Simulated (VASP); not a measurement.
# BN (P6_3/mmc) in VASP: further runs

Runs on BN. Level: PBE+D3(BJ). Tasks: relaxation of shape and atoms at fixed volume.

Program: VASP 6.6.1. These are calculated values, not measurements. Logs are shortened: lines on timing, memory, paths and dates and some standing lists are left out, and cuts for length are marked.

### 1 The cell of the first run

The structure is hexagonal, space group P6_3/mmc (No. 194). The conventional cell has a = 2.481 Å, b = 2.481 Å, c = 6.547 Å, α = 90.00°, β = 90.00°, γ = 120.00°. B (site symmetry -6m2) has 3 N at 1.43 Å within 1.9 Å. N (site symmetry -6m2) has 3 B at 1.43 Å within 1.9 Å.

### 2 Relaxation of shape and atoms at fixed volume, PBE+D3(BJ) (8.73 Å³/atom)

The input, INCAR:

```
PREC     = Accurate       # precision mode
ENCUT    = 600            # plane-wave cutoff, eV
EDIFF    = 1E-7           # SCF threshold, eV
ISMEAR   = 0              # smearing method
SIGMA    = 0.02           # smearing width, eV
LREAL    = F              # projectors in reciprocal space
LASPH    = T              # aspherical terms in the spheres
NELM     = 100            # most SCF steps
ALGO     = Normal         # electronic algorithm
ISIF     = 4              # what is computed and relaxed
LWAVE    = F              # write WAVECAR
LCHARG   = F              # write CHGCAR
GGA      = PE             # functional
IVDW     = 12             # dispersion correction
IBRION   = 2              # ionic algorithm
NSW      = 50             # ionic steps
EDIFFG   = -0.01          # ionic threshold
```

The input, KPOINTS:

```
Automatic mesh
0
Gamma
  12 12 4
```

The input, POSCAR:

```
BN
1.0
    2.4811062532      0.0000000000      0.0000000000
   -1.2405531266      2.1487010448      0.0000000000
    0.0000000000      0.0000000000      6.5473099869
B N
2 2
Direct
    0.3333333333      0.6666666667      0.2500000000
    0.6666666667      0.3333333333      0.7500000000
    0.3333333333      0.6666666667      0.7500000000
    0.6666666667      0.3333333333      0.2500000000
```

Potentials or basis: VASP PAW PBE potentials, release 64 (B, N).

Command:

```sh
cat potpaw_PBE.64/B/POTCAR potpaw_PBE.64/N/POTCAR > POTCAR
mpirun -np 1 vasp_std > vasp.out
```

OUTCAR:

```text
PREC = Accurate
   ENCUT = 600
   EDIFF = 1E-7
   ISMEAR = 0
   LREAL = F
   LASPH = T
   NELM = 100
   ISIF = 4
   GGA = PE
   IVDW = 12
   IBRION = 2
   NSW = 50
   EDIFFG = -0.01
 IVDW          = 12

 ion  position               nearest neighbor table
   1  0.333  0.667  0.250-   4 1.43   4 1.43   4 1.43
   2  0.667  0.333  0.750-   3 1.43   3 1.43   3 1.43
   3  0.333  0.667  0.750-   2 1.43   2 1.43   2 1.43
   4  0.667  0.333  0.250-   1 1.43   1 1.43   1 1.43

  LATTYP: Found a hexagonal cell.
 ALAT       =     2.4811062532
 C/A-ratio  =     2.6388672305

  Lattice vectors:

 A1 = (   2.4811062532,   0.0000000000,   0.0000000000)
 A2 = (  -1.2405531266,   2.1487010448,   0.0000000000)
 A3 = (   0.0000000000,   0.0000000000,   6.5473099869)

Analysis of symmetry for initial positions (statically):
=====================================================================
 Subroutine PRICEL returns:
 Original cell was already a primitive cell.

 Routine SETGRP: Setting up the symmetry group for a
 hexagonal supercell.

 Subroutine GETGRP returns: Found 24 space group operations
 (whereof 12 operations were pure point group operations)
 out of a pool of 24 trial point group operations.

The static configuration has the point symmetry D_3d.
 The point group associated with its full space group is D_6h.

Analysis of symmetry for dynamics (positions and initial velocities):
=====================================================================
 Subroutine PRICEL returns:
 Original cell was already a primitive cell.

 Routine SETGRP: Setting up the symmetry group for a
 hexagonal supercell.

 Subroutine GETGRP returns: Found 24 space group operations
 (whereof 12 operations were pure point group operations)
 out of a pool of 24 trial point group operations.

The dynamic configuration has the point symmetry D_3d.
 The point group associated with its full space group is D_6h.

 Subroutine INISYM returns: Found 24 space group operations
 (whereof 12 operations are pure point group operations),
 and found     1 'primitive' translations

----------------------------------------------------------------------------------------

                                     Primitive cell

  volume of cell :      34.9047

  direct lattice vectors                    reciprocal lattice vectors
     2.481106253  0.000000000  0.000000000     0.403046020  0.232698728  0.000000000
    -1.240553127  2.148701045  0.000000000     0.000000000  0.465397456  0.000000000
     0.000000000  0.000000000  6.547309987     0.000000000  0.000000000  0.152734482

  length of vectors
     2.481106253  2.481106253  6.547309987     0.465397456  0.465397456  0.152734482

[... 83 lines left out ...]
   NELM   =    100;   NELMIN=  2; NELMDL= -5     # of ELM steps
   EDIFF  = 0.1E-06   stopping-criterion for ELM
   LREAL  =      F    real-space projection
   EDIFFG = -.1E-01   stopping-criterion for IOM
   NSW    =     50    number of steps for IOM
   IBRION =      2    ionic relax: 0-MD 1-quasi-New 2-CG
   NFREE  =      1    steps in history (QN), initial steepest desc. (CG)
   ISIF   =      4    stress and relaxation
   ISYM   =      2    0-nonsym 1-usesym 2-fastsym
   POTIM  = 0.5000    time-step for ionic-motion
   TEBEG  =    0.0;   TEEND  =   0.0 temperature during run
   PSTRESS=    0.0 pullay stress
   NELECT =      16.0000    total number of electrons
   NUPDOWN=      -1.0000    fix difference up-down
   EMIN   =  10.00;   EMAX   =-10.00  energy-range for DOS
   EFERMI =   0.00;   METHOD = LEGACY
   ISMEAR =     0;   SIGMA  =   0.02  broadening in eV -4-tet -1-fermi 0-gaus
   EFERMI_NEDOS =   21; number of points for ismear=-14 and -15
   IALGO  =     38    algorithm
   IMIX   =      4    mixing-type and parameters
     AMIX     =   0.40;   BMIX     =  1.00
     AMIX_MAG =   1.60;   BMIX_MAG =  1.00
  volume/ion in A,a.u.               =       8.73        58.89
  Fermi-wavevector in a.u.,A,eV,Ry     =   1.262273  2.385351 21.678624  1.593334
  Thomas-Fermi vector in A             =   2.395690
   LORBIT       =      0    0 simple, 1 ext, 2 COOP (PROOUT), +10 PAW based schemes
   GGA     = PE    functional components
   LHFCALC =     F    Hartree Fock is set to
   AEXX    =    0.0000 exact exchange contribution
   IVDW    =    12    specifies the selected vdW correction
   LEPSILON=     F    determine dielectric tensor
   LRPA    =     F    only Hartree local field effects (RPA)
 conjugate gradient relaxation of ions
 non-spin polarized calculation
 Gauss-broadening in eV      SIGMA  =   0.02
  energy-cutoff  :      600.00
  volume of cell :       34.90
 maximum number of plane-waves:      1197
 NGX is ok and might be reduce to    20
   NGX =  9   NGY =  9   NGZ = 27

--------------------------------------- Ionic step        1  -------------------------------------------

 number of electron      15.9999997 magnetization

 Free energy of the ion-electron system (eV)
  ---------------------------------------------------
  ext. energy  EPLUGINS =         0.00000000
  ---------------------------------------------------
  free energy    TOTEN  =       -35.11194048 eV

  energy without entropy =      -35.11194048  energy(sigma->0) =      -35.11194048

------------------------ aborting loop because EDIFF is reached ----------------------------------------

 Edisp (eV)   -0.58501

 E8    (eV) :    -0.1716
[... 75 lines left out ...]
--------------------------------------- Ionic step        3  -------------------------------------------

 number of electron      15.9999999 magnetization

 Free energy of the ion-electron system (eV)
  ---------------------------------------------------
  ext. energy  EPLUGINS =         0.00000000
  ---------------------------------------------------
  free energy    TOTEN  =       -35.13309360 eV

  energy without entropy =      -35.13309360  energy(sigma->0) =      -35.13309360

 E-fermi :   2.7150     XC(G=0): -10.2867

 val. band max:        2.5720668539   @ k =   0.3333   0.2500   0.0000
 cond. band min:       6.7705897761   @ k =   0.5000   0.0000   0.0000
 fundamental gap:      4.1985229221
 Fermi energy:         2.7150390636

 k-point     1 :       0.0000    0.0000    0.0000
  band No.  band energies     occupation
      1     -15.2940      2.00000
      2     -14.9173      2.00000
      3      -3.8227      2.00000
      4      -1.3356      2.00000
      5       1.2064      2.00000
      6       1.2064      2.00000
      7       1.2580      2.00000
      8       1.2580      2.00000
      9       8.0236      0.00000
     10      13.2377      0.00000
     11      14.0640      0.00000
     12      14.0640      0.00000
[... 331 lines left out ...]
 k-point    24 :       0.3333    0.0000    0.2500
  band No.  band energies     occupation
      1     -13.2604      2.00000
      2     -13.0679      2.00000
      3      -4.3550      2.00000
      4      -4.2756      2.00000
      5      -1.0420      2.00000
      6      -0.9828      2.00000
      7      -0.7411      2.00000
      8       0.6856      2.00000
      9       9.3444      0.00000
     10      10.0656      0.00000
     11      11.6663      0.00000
     12      12.7541      0.00000

 [... further k-points ...]

------------------------ aborting loop because EDIFF is reached ----------------------------------------

 Edisp (eV)   -0.58734

 E8    (eV) :    -0.1727
[... 27 lines left out ...]
  FREE ENERGIE OF THE ION-ELECTRON SYSTEM (eV)
  ---------------------------------------------------
  free  energy   TOTEN  =       -35.7204336447 eV

  energy  without entropy=      -35.7204336447  energy(sigma->0) =      -35.72043364

 reached required accuracy - stopping structural energy minimisation
```

CONTCAR:

```text
BN
   1.00000000000000
     2.5046456493338822   -0.0000000000000000    0.0000000000000000
    -1.2523228246669411    2.1690867598443520    0.0000000000000000
     0.0000000000000000    0.0000000000000000    6.4248212091299663
  B               N
     2     2
Direct
     0.3333333332999970    0.6666666667000030    0.2500000000000000
     0.6666666667000030    0.3333333332999970    0.7500000000000000
     0.3333333332999970    0.6666666667000030    0.7500000000000000
     0.6666666667000030    0.3333333332999970    0.2500000000000000

  0.00000000E+00  0.00000000E+00  0.00000000E+00
  0.00000000E+00  0.00000000E+00  0.00000000E+00
  0.00000000E+00  0.00000000E+00  0.00000000E+00
  0.00000000E+00  0.00000000E+00  0.00000000E+00
```

Run time: 43 s. Hardware: 1 thread of AMD EPYC 7R13 (Zen 3), shared host; peak memory 0.15 GiB.

What came out:

```yaml
Free_energy: -35.7204 eV
Energy_gained_by_relaxing: 5.9 meV/atom
Ionic_steps: 3
Pressure_after_relaxing: 0.7 GPa
Band_gap_on_the_k_mesh: 4.20 eV (least direct gap 4.58 eV)
Dispersion_energy_per_atom: -0.147 eV
```

Step by step:
```
step  energy change (eV)  largest force (eV/Å)  pressure (GPa)  volume (Å³)
   1              0.0000                0.0000            7.70        34.90
   2             -0.0233                0.0000            0.22        34.90
   3             -0.0235                0.0000            0.73        34.90
```

Final structure:
```
B N
1.0
     2.50465    0.00000    0.00000
    -1.25232    2.16909    0.00000
     0.00000    0.00000    6.42482
B N
2 2
Direct
  0.33333 0.66667 0.25000
  0.66667 0.33333 0.75000
  0.33333 0.66667 0.75000
  0.66667 0.33333 0.25000
```

### 3 Relaxation of shape and atoms at fixed volume, PBE+D3(BJ) (9.27 Å³/atom)

This run uses another cell than the first one, of 9.27 Å³/atom.

The input, INCAR:

```
PREC = Accurate
ENCUT = 600
EDIFF = 1E-6
ISMEAR = 0
SIGMA = 0.02
LREAL = F
LASPH = T
NELM = 60
ALGO = Normal
ISIF = 4
LWAVE = F
LCHARG = F
GGA = PE
IVDW = 12
IBRION = 2
NSW = 50
EDIFFG = -0.01
```

The input, KPOINTS:

```
regular mesh
0
Gamma
  12 12 4
```

The input, POSCAR:

```
BN
1.0
    2.5312431199      0.0000000000      0.0000000000
   -1.2656215600      2.1921208450      0.0000000000
    0.0000000000      0.0000000000      6.6796145214
B N
2 2
Direct
    0.3333333333      0.6666666667      0.2500000000
    0.6666666667      0.3333333333      0.7500000000
    0.3333333333      0.6666666667      0.7500000000
    0.6666666667      0.3333333333      0.2500000000
```

Potentials or basis: VASP PAW PBE potentials, release 64 (B, N).

Command:

```sh
cat potpaw_PBE.64/B/POTCAR potpaw_PBE.64/N/POTCAR > POTCAR
mpirun -np 1 vasp_std > vasp.out
```

It took 35 s on 1 thread of AMD EPYC 7R13 (Zen 3), shared host; peak memory 0.15 GiB.

The run converged. Its results:

```yaml
Free_energy: -35.7225 eV
Energy_gained_by_relaxing: 5.0 meV/atom
Ionic_steps: 2
Pressure_after_relaxing: -0.9 GPa
Band_gap_on_the_k_mesh: 4.30 eV (least direct gap 4.64 eV)
Dispersion_energy_per_atom: -0.137 eV
```

Step by step:
| step | energy change (eV) | largest force (eV/Å) | pressure (GPa) | volume (Å³) |
| --- | --- | --- | --- | --- |
| 1 | 0.0000 | 0.0000 | -6.88 | 37.06 |
| 2 | -0.0201 | 0.0000 | -0.91 | 37.06 |

Final structure:
```
CELL_PARAMETERS angstrom
2.50876 0.00000 0.00000
-1.25438 2.17265 0.00000
0.00000 0.00000 6.79987
ATOMIC_POSITIONS crystal
B 0.33333 0.66667 0.25000
B 0.66667 0.33333 0.75000
N 0.33333 0.66667 0.75000
N 0.66667 0.33333 0.25000
```

Levels at points of the mesh, in eV from the valence-band top:
```csv
k point,band 4,band 5,band 6,band 7,band 8,band 9,band 10,band 11,band 12
"(0.00, 0.00, 0.00)",-4.19,-1.34,-1.34,-1.31,-1.31,5.12,10.02,11.51,11.51
"(0.50, 0.00, 0.00)",-8.82,-4.13,-4.08,-1.37,-0.48,4.30,5.53,9.46,9.91
"(0.00, 0.00, 0.50)",-5.24,-1.32,-1.32,-1.32,-1.32,7.35,7.35,11.56,11.56
"(0.50, 0.00, 0.50)",-8.85,-4.11,-4.11,-0.91,-0.91,4.73,4.73,9.84,9.84
```

### 4 Relaxation of shape and atoms at fixed volume, PBE+D3(BJ) (9.54 Å³/atom)

This run uses another cell than the first one, of 9.54 Å³/atom.

The input, INCAR:

```
SYSTEM = BN
ALGO = Normal
EDIFF = 1E-7
EDIFFG = -0.01
ENCUT = 600
GGA = PE
IBRION = 2
ISIF = 4
ISMEAR = 0
IVDW = 12
LASPH = .TRUE.
LCHARG = .FALSE.
LREAL = .FALSE.
LWAVE = .FALSE.
NELM = 60
NSW = 50
PREC = Accurate
SIGMA = 0.02
```

The input, KPOINTS:

```
k-points
0
G
  12 12 4
  0 0 0
```

The input, POSCAR:

```
BN
1.0
    2.5323380256      0.0000000000      0.0000000000
   -1.2661690128      2.1930690611      0.0000000000
    0.0000000000      0.0000000000      6.8682233262
B N
2 2
Direct
    0.3333333333      0.6666666667      0.2500000000
    0.6666666667      0.3333333333      0.7500000000
    0.3333333333      0.6666666667      0.7500000000
    0.6666666667      0.3333333333      0.2500000000
```

Potentials or basis: VASP PAW PBE potentials, release 64 (B, N).

Command:

```sh
cat potpaw_PBE.64/B/POTCAR potpaw_PBE.64/N/POTCAR > POTCAR
mpirun -np 1 vasp_std > vasp.out
```

OUTCAR:

```text
SYSTEM = BN
   EDIFF = 1E-7
   EDIFFG = -0.01
   ENCUT = 600
   GGA = PE
   IBRION = 2
   ISIF = 4
   ISMEAR = 0
   IVDW = 12
   LASPH = .TRUE.
   LREAL = .FALSE.
   NELM = 60
   NSW = 50
   PREC = Accurate
 IVDW          = 12

 ion  position               nearest neighbor table
   1  0.333  0.667  0.250-   4 1.46   4 1.46   4 1.46
   2  0.667  0.333  0.750-   3 1.46   3 1.46   3 1.46
   3  0.333  0.667  0.750-   2 1.46   2 1.46   2 1.46
   4  0.667  0.333  0.250-   1 1.46   1 1.46   1 1.46

  LATTYP: Found a hexagonal cell.
 ALAT       =     2.5323380256
 C/A-ratio  =     2.7122063709

  Lattice vectors:

 A1 = (   2.5323380256,   0.0000000000,   0.0000000000)
 A2 = (  -1.2661690128,   2.1930690611,   0.0000000000)
 A3 = (   0.0000000000,   0.0000000000,   6.8682233262)

Analysis of symmetry for initial positions (statically):
=====================================================================
 Subroutine PRICEL returns:
 Original cell was already a primitive cell.

 Routine SETGRP: Setting up the symmetry group for a
[... 243 lines left out ...]
      8       0.5239      2.00000
      9       6.8203      0.00000
     10      11.5375      0.00000
     11      13.3440      0.00000
     12      13.3442      0.00000
[... 331 lines left out ...]
 k-point    24 :       0.3333    0.0000    0.2500
  band No.  band energies     occupation
      1     -13.8870      2.00000
      2     -13.7883      2.00000
      3      -5.0209      2.00000
      4      -4.9862      2.00000
      5      -1.7280      2.00000
      6      -1.7012      2.00000
      7      -1.1855      2.00000
      8      -0.2521      2.00000
      9       8.7095      0.00000
     10       9.1158      0.00000
     11      10.5527      0.00000
     12      11.9685      0.00000

 [... further k-points ...]

------------------------ aborting loop because EDIFF is reached ----------------------------------------

 Edisp (eV)   -0.52756

 E8    (eV) :    -0.1535

  FORCE on cell =-STRESS in cart. coord.  units (eV):
  Direction    XX          YY          ZZ          XY          YZ          ZX
  --------------------------------------------------------------------------------------
  -------------------------------------------------------------------------------------
  Total      -0.36368    -0.36368    -0.32782     0.00000    -0.00000     0.00000
  in kB     -15.27591   -15.27591   -13.76967     0.00000    -0.00000     0.00000
  external pressure =      -14.77 kB  Pullay stress =        0.00 kB

 VOLUME and BASIS-vectors are now :
 -----------------------------------------------------------------------------
  energy-cutoff  :      600.00
  volume of cell :       38.14
      direct lattice vectors                 reciprocal lattice vectors
     2.510423205  0.000000000  0.000000000     0.398339211  0.229981251 -0.000000000
    -1.255211603  2.174090270 -0.000000000     0.000000000  0.459962502 -0.000000000
     0.000000000  0.000000000  6.988659470     0.000000000  0.000000000  0.143088958

 POSITION                                       TOTAL-FORCE (eV/Angst)
 -----------------------------------------------------------------------------------
     -0.00000      1.44939      1.74716         0.000000      0.000000      0.000000
      1.25521      0.72470      5.24149        -0.000000     -0.000000     -0.000000
     -0.00000      1.44939      5.24149        -0.000000     -0.000000     -0.000000
      1.25521      0.72470      1.74716         0.000000      0.000000      0.000000
 -----------------------------------------------------------------------------------
    total drift:                               -0.000000      0.000000      0.000000

  FREE ENERGIE OF THE ION-ELECTRON SYSTEM (eV)
  ---------------------------------------------------
  free  energy   TOTEN  =       -35.7163580134 eV

  energy  without entropy=      -35.7163580134  energy(sigma->0) =      -35.71635801

 reached required accuracy - stopping structural energy minimisation
```

CONTCAR:

```text
BN
   1.00000000000000
     2.5104232054347566    0.0000000000000000    0.0000000000000000
    -1.2552116027173783    2.1740902701201459   -0.0000000000000000
     0.0000000000000000    0.0000000000000000    6.9886594704461658
  B               N
     2     2
Direct
     0.3333333332999970    0.6666666667000030    0.2500000000000000
     0.6666666667000030    0.3333333332999970    0.7500000000000000
     0.3333333332999970    0.6666666667000030    0.7500000000000000
     0.6666666667000030    0.3333333332999970    0.2500000000000000

  0.00000000E+00  0.00000000E+00  0.00000000E+00
  0.00000000E+00  0.00000000E+00  0.00000000E+00
  0.00000000E+00  0.00000000E+00  0.00000000E+00
  0.00000000E+00  0.00000000E+00  0.00000000E+00
```

It took 40 s on 1 thread of AMD EPYC 7R13 (Zen 3), shared host; peak memory 0.15 GiB.

Results:

```
Free energy                : -35.7164 eV
Energy gained by relaxing  : 4.8 meV/atom
Ionic steps                : 2
Pressure after relaxing    : -1.5 GPa
Band gap on the k mesh     : 4.34 eV (least direct gap 4.64 eV)
Dispersion energy per atom : -0.132 eV
```

Step by step:
| step | energy change (eV) | largest force (eV/Å) | pressure (GPa) | volume (Å³) |
| --- | --- | --- | --- | --- |
| 1 | 0.0000 | 0.0000 | -7.15 | 38.14 |
| 2 | -0.0193 | 0.0000 | -1.48 | 38.14 |

Final structure:
```
B N
1.0
     2.51042    0.00000    0.00000
    -1.25521    2.17409    0.00000
     0.00000    0.00000    6.98866
B N
2 2
Cartesian
  0.0000 1.4494 1.7472
  1.2552 0.7247 5.2415
  0.0000 1.4494 5.2415
  1.2552 0.7247 1.7472
```

A k mesh can miss the band edges.

[end of part 1 of 2]
